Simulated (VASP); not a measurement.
# Na in VASP: notebook

Na is run at these levels: PBE; tasks: electric field gradients.

Everything below comes from runs of VASP 6.6.1. Logs are shortened: lines on timing, memory, paths and dates and some standing lists are left out, and cuts for length are marked.

### Step 1. The cell of the first run

It takes space group P6_3/mmc (No. 194, hexagonal). The conventional cell has a = 3.767 Å, b = 3.767 Å, c = 6.277 Å, α = 90.00°, β = 90.00°, γ = 120.00°. Na (site symmetry -6m2) has 12 Na at 3.77 to 3.82 Å within 4.9 Å.

This isn't the form of Na at room conditions, which is bcc.

### Step 2. Electric field gradients, PBE (zz strain of +2 %)

File INCAR:

```
  PREC = Accurate
  ENCUT = 520
  EDIFF = 1E-8
  ISMEAR = -1
  SIGMA = 0.05
  LREAL = F
  LASPH = T
  NELM = 100
  ALGO = Normal
  ISIF = 2
  LWAVE = F
  LCHARG = F
  GGA = PE
  LEFG = T
  NBANDS = 14
```

File KPOINTS:

```
Automatic mesh
0
Gamma
  13 13 7
```

File POSCAR:

```
Na
1.0
    3.7670009976      0.0000000000      0.0000000000
   -1.8835004988      3.2623185600      0.0000000000
    0.0000000000      0.0000000000      6.2770800000
Na
2
Direct
    0.3333333333      0.6666666667      0.2500000000
    0.6666666667      0.3333333333      0.7500000000
```

Potentials or basis: VASP PAW PBE potentials, release 64 (Na_pv).

Launch:

```sh
$ cat potpaw_PBE.64/Na_pv/POTCAR > POTCAR
$ mpirun -np 1 vasp_std > vasp.out
```

OUTCAR:

```text
PREC = Accurate
   ENCUT = 520
   EDIFF = 1E-8
   ISMEAR = -1
   LREAL = F
   LASPH = T
   NELM = 100
   ISIF = 2
   GGA = PE

 ion  position               nearest neighbor table
   1  0.333  0.667  0.250-
   2  0.667  0.333  0.750-

  LATTYP: Found a hexagonal cell.
 ALAT       =     3.7670009976
 C/A-ratio  =     1.6663335115

  Lattice vectors:

 A1 = (   3.7670009976,   0.0000000000,   0.0000000000)
 A2 = (  -1.8835004988,   3.2623185600,   0.0000000000)
 A3 = (   0.0000000000,   0.0000000000,   6.2770800000)

Analysis of symmetry for initial positions (statically):
=====================================================================
 Subroutine PRICEL returns:
 Original cell was already a primitive cell.

 Routine SETGRP: Setting up the symmetry group for a
 hexagonal supercell.

 Subroutine GETGRP returns: Found 24 space group operations
 (whereof 12 operations were pure point group operations)
 out of a pool of 24 trial point group operations.

The static configuration has the point symmetry D_3d.
 The point group associated with its full space group is D_6h.

Analysis of symmetry for dynamics (positions and initial velocities):
=====================================================================
 Subroutine PRICEL returns:
 Original cell was already a primitive cell.

 Routine SETGRP: Setting up the symmetry group for a
 hexagonal supercell.

 Subroutine GETGRP returns: Found 24 space group operations
 (whereof 12 operations were pure point group operations)
 out of a pool of 24 trial point group operations.

The dynamic configuration has the point symmetry D_3d.
 The point group associated with its full space group is D_6h.

 Subroutine INISYM returns: Found 24 space group operations
 (whereof 12 operations are pure point group operations),
 and found     1 'primitive' translations

----------------------------------------------------------------------------------------

                                     Primitive cell

  volume of cell :      77.1400

  direct lattice vectors                    reciprocal lattice vectors
     3.767000998  0.000000000  0.000000000     0.265463163  0.153265229  0.000000000
    -1.883500499  3.262318560  0.000000000     0.000000000  0.306530457  0.000000000
     0.000000000  0.000000000  6.277080000     0.000000000  0.000000000  0.159309743

  length of vectors
     3.767000998  3.767000998  6.277080000     0.306530457  0.306530457  0.159309743

  position of ions in fractional coordinates (direct lattice)
     0.333333333  0.666666667  0.250000000
     0.666666667  0.333333333  0.750000000

  ion indices of the primitive-cell ions
   primitive index   ion index
                 1           1
                 2           2

----------------------------------------------------------------------------------------

 KPOINTS: Automatic mesh

Automatic generation of k-mesh.
 Grid dimensions read from file:
 generate k-points for:   13   13    7

 Generating k-lattice:

  Cartesian coordinates                     Fractional coordinates (reciprocal lattice)
     0.020420243  0.011789633  0.000000000     0.076923077  0.000000000  0.000000000
     0.000000000  0.023579266  0.000000000     0.000000000  0.076923077  0.000000000
     0.000000000  0.000000000  0.022758535     0.000000000  0.000000000  0.142857143

  Length of vectors
     0.023579266  0.023579266  0.022758535

  Shift w.r.t. Gamma in fractional coordinates (k-lattice)
     0.000000000  0.000000000  0.000000000

 Subroutine IBZKPT returns following result:
 ===========================================

 Found     84 irreducible k-points:

 Following reciprocal coordinates:
            Coordinates               Weight
  0.000000  0.000000  0.000000      1.000000
  0.076923  0.000000  0.000000      6.000000
  0.153846 -0.000000  0.000000      6.000000
  0.230769 -0.000000  0.000000      6.000000
  0.307692 -0.000000  0.000000      6.000000
  0.384615  0.000000  0.000000      6.000000
[... 16 lines left out ...]
  0.076923  0.000000  0.142857     12.000000
  0.153846 -0.000000  0.142857     12.000000
 [... further k-points ...]
   k-points           NKPTS =     84   k-points in BZ     NKDIM =     84   number of bands    NBANDS=     14
   number of dos      NEDOS =    301   number of ions     NIONS =      2
   total plane-waves  NPLWV =  37632
   dimension x,y,z NGX =    28 NGY =   28 NGZ =   48
   dimension x,y,z NGXF=    56 NGYF=   56 NGZF=   96
   ions per type =               2
   NGX,Y,Z   is equivalent  to a cutoff of  12.36, 12.36, 12.71 a.u.
   NGXF,Y,Z  is equivalent  to a cutoff of  24.71, 24.71, 25.43 a.u.
 SYSTEM =  unknown system
   PREC   = accura    normal or accurate (medium, high low for compatibility)
   ISTART =      0    job   : 0-new  1-cont  2-samecut
   ICHARG =      2    charge: 1-file 2-atom 10-const
   ISPIN  =      1    spin polarized calculation?
   LNONCOLLINEAR =      F non collinear calculations
   LSORBIT =      F    spin-orbit coupling
   LASPH  =      T    aspherical Exc in radial PAW
   ENCUT  =  520.0 eV  38.22 Ry    6.18 a.u.   7.00  7.00 11.67*2*pi/ulx,y,z
   NELM   =    100;   NELMIN=  2; NELMDL= -5     # of ELM steps
   EDIFF  = 0.1E-07   stopping-criterion for ELM
   LREAL  =      F    real-space projection
   EDIFFG = 0.1E-06   stopping-criterion for IOM
   NSW    =      0    number of steps for IOM
   IBRION =     -1    ionic relax: 0-MD 1-quasi-New 2-CG
   NFREE  =      0    steps in history (QN), initial steepest desc. (CG)
   ISIF   =      2    stress and relaxation
   ISYM   =      2    0-nonsym 1-usesym 2-fastsym
   POTIM  = 0.5000    time-step for ionic-motion
   TEBEG  =    0.0;   TEEND  =   0.0 temperature during run
   PSTRESS=    0.0 pullay stress
   NELECT =      14.0000    total number of electrons
   NUPDOWN=      -1.0000    fix difference up-down
   EMIN   =  10.00;   EMAX   =-10.00  energy-range for DOS
   EFERMI =   0.00;   METHOD = LEGACY
   ISMEAR =    -1;   SIGMA  =   0.05  broadening in eV -4-tet -1-fermi 0-gaus
   EFERMI_NEDOS =   21; number of points for ismear=-14 and -15
   IALGO  =     38    algorithm
   IMIX   =      4    mixing-type and parameters
     AMIX     =   0.40;   BMIX     =  1.00
     AMIX_MAG =   1.60;   BMIX_MAG =  1.00
  volume/ion in A,a.u.               =      38.57       260.28
  Fermi-wavevector in a.u.,A,eV,Ry     =   0.926882  1.751552 11.688894  0.859109
  Thomas-Fermi vector in A             =   2.052892
   LORBIT       =      0    0 simple, 1 ext, 2 COOP (PROOUT), +10 PAW based schemes
   GGA     = PE    functional components
   LHFCALC =     F    Hartree Fock is set to
   AEXX    =    0.0000 exact exchange contribution
   IVDW    =     0    specifies the selected vdW correction
   LEPSILON=     F    determine dielectric tensor
   LRPA    =     F    only Hartree local field effects (RPA)
 non-spin polarized calculation
  energy-cutoff  :      520.00
  volume of cell :       77.14
 maximum number of plane-waves:      2092
 NGX is ok and might be reduce to    28
   NGX = 13   NGY = 13   NGZ = 23

 number of electron      14.0000013 magnetization

 Free energy of the ion-electron system (eV)
  ---------------------------------------------------
  ext. energy  EPLUGINS =         0.00000000
  ---------------------------------------------------
  free energy    TOTEN  =        -2.62326061 eV

  energy without entropy =       -2.61593089  energy(sigma->0) =       -2.61959575

 E-fermi :   0.2154     XC(G=0):  -6.3993

 val. band max:        0.2022945794   @ k =   0.3077   0.2308   0.1429
 cond. band min:       0.2881100554   @ k =   0.3846   0.1538   0.0000
 fundamental gap:      0.0858154760
 Fermi energy:         0.2154240069

 k-point     1 :       0.0000    0.0000    0.0000
  band No.  band energies     occupation
      1     -24.7393      2.00000
      2     -24.7154      2.00000
      3     -24.7154      2.00000
      4     -24.7116      2.00000
      5     -24.7116      2.00000
      6     -24.7107      2.00000
      7      -2.9795      2.00000
      8       0.6837      0.00017
      9       1.0179      0.00000
     10      10.1402      0.00000
     11      10.1402      0.00000
     12      10.4278      0.00000
     13      10.4770      0.00000
     14      10.4770      0.00000

 k-point     2 :       0.0769    0.0000    0.0000
  band No.  band energies     occupation
      1     -24.7387      2.00000
      2     -24.7168      2.00000
      3     -24.7158      2.00000
      4     -24.7130      2.00000
      5     -24.7119      2.00000
      6     -24.7108      2.00000
      7      -2.8931      2.00000
      8       0.7609      0.00004
      9       1.1026      0.00000
     10       8.6156      0.00000
     11       9.4490      0.00000
     12       9.8502      0.00000
     13      11.0250      0.00000
     14      11.2577      0.00000

 k-point     3 :       0.1538   -0.0000    0.0000
  band No.  band energies     occupation
      1     -24.7371      2.00000
      2     -24.7207      2.00000
      3     -24.7170      2.00000
      4     -24.7170      2.00000
      5     -24.7126      2.00000
      6     -24.7114      2.00000
      7      -2.6348      2.00000
      8       0.9927      0.00000
      9       1.3542      0.00000
     10       6.8886      0.00000
     11       8.7456      0.00000
     12       8.9544      0.00000
     13      10.1521      0.00000
     14      10.8206      0.00000
[... 324 lines left out ...]
 k-point    23 :       0.0769    0.0000    0.1429
  band No.  band energies     occupation
      1     -24.7374      2.00000
      2     -24.7166      2.00000
      3     -24.7156      2.00000
      4     -24.7137      2.00000
      5     -24.7121      2.00000
      6     -24.7118      2.00000
      7      -2.8127      2.00000
      8      -0.0750      1.99402
      9       2.0761      0.00000
     10       8.6577      0.00000
     11       9.5135      0.00000
     12       9.5543      0.00000
     13      10.0058      0.00000
     14      11.2106      0.00000

 k-point    24 :       0.1538   -0.0000    0.1429
  band No.  band energies     occupation
      1     -24.7360      2.00000
      2     -24.7204      2.00000
      3     -24.7177      2.00000
      4     -24.7168      2.00000
      5     -24.7128      2.00000
      6     -24.7122      2.00000
      7      -2.5548      2.00000
      8       0.1695      1.42920
      9       2.3134      0.00000
     10       6.9563      0.00000
     11       8.8117      0.00000
     12       8.8569      0.00000
     13       9.4738      0.00000
     14      10.3796      0.00000

 [... further k-points ...]
[... 5 lines left out ...]
  --------------------------------------------------------------------------------------
  -------------------------------------------------------------------------------------
  Total       -0.1261314     -0.1261314     -0.1645009      0.0000000      0.0000000      0.0000000
  in kB       -2.6197145     -2.6197145     -3.4166390      0.0000000      0.0000000      0.0000000
  external PRESSURE =      -2.8853560 kB  Pullay stress =       0.0000000 kB

 VOLUME and BASIS-vectors are now :
 -----------------------------------------------------------------------------
  energy-cutoff  :      520.00
  volume of cell :       77.14
      direct lattice vectors                 reciprocal lattice vectors
     3.767000998  0.000000000  0.000000000     0.265463163  0.153265229  0.000000000
    -1.883500499  3.262318560  0.000000000     0.000000000  0.306530457  0.000000000
     0.000000000  0.000000000  6.277080000     0.000000000  0.000000000  0.159309743

 POSITION                                       TOTAL-FORCE (eV/Angst)
 -----------------------------------------------------------------------------------
     -0.00000      2.17488      1.56927         0.000000      0.000000      0.000000
      1.88350      1.08744      4.70781        -0.000000     -0.000000      0.000000
 -----------------------------------------------------------------------------------
    total drift:                                0.000000     -0.000000      0.000000

  FREE ENERGIE OF THE ION-ELECTRON SYSTEM (eV)
  ---------------------------------------------------
  free  energy   TOTEN  =        -2.6232606145 eV

  energy  without entropy=       -2.6159308948  energy(sigma->0) =       -2.61959575

 Electric field gradients (V/A^2)
---------------------------------------------------------------------
 ion       V_xx      V_yy      V_zz      V_xy      V_xz      V_yz
---------------------------------------------------------------------
   1       0.211     0.214    -0.425     0.002    -0.000     0.000
   2       0.211     0.214    -0.425     0.002     0.000    -0.000
---------------------------------------------------------------------

 Electric field gradients after diagonalization (V/A^2)
 (convention: |V_zz| > |V_xx| > |V_yy|)
----------------------------------------------------------------------
 ion       V_xx      V_yy      V_zz     asymmetry (V_yy - V_xx)/ V_zz
----------------------------------------------------------------------
   1       0.215     0.210    -0.425       0.011
   2       0.215     0.210    -0.425       0.011
----------------------------------------------------------------------

           NMR quadrupolar parameters

 Cq : quadrupolar parameter    Cq=e*Q*V_zz/h
 eta: asymmetry parameters     (V_yy - V_xx)/ V_zz
 Q  : nuclear electric quadrupole moment in mb (millibarn)
----------------------------------------------------------------------
 ion       Cq(MHz)       eta       Q (mb)
----------------------------------------------------------------------
   1      -0.001       0.011       1.000
   2      -0.001       0.011       1.000
----------------------------------------------------------------------
```

It took 50 s on 1 thread of AMD EPYC 7R43 (Zen 3), shared host; peak memory 0.18 GiB.

What came out:

```yaml
Free_energy: -2.6233 eV
Pressure: -0.3 GPa
Band_gap_on_the_k_mesh: zero (bands 7 and 8 overlap by 3.36 eV)
Largest_electric_field_gradient_by_atom: Na -0.4 V/Å²
```

Stress tensor (GPa, compression positive):
```
-0.26  0.00  0.00
 0.00 -0.26  0.00
 0.00  0.00 -0.34
```

Electric field gradients, principal values (V/Å²):
| atom | least | middle | greatest (by size) |
| --- | --- | --- | --- |
| 1 Na | 0.210 | 0.215 | -0.425 |
| 2 Na | 0.210 | 0.215 | -0.425 |

Caveat: the cell differs from its parent crystal (zz strain of +2 %); without QUAD_EFG the Cq values of the log hold for a quadrupole moment of 1 mb, not for the nuclei.

(Part 1 of 3 ends here.)
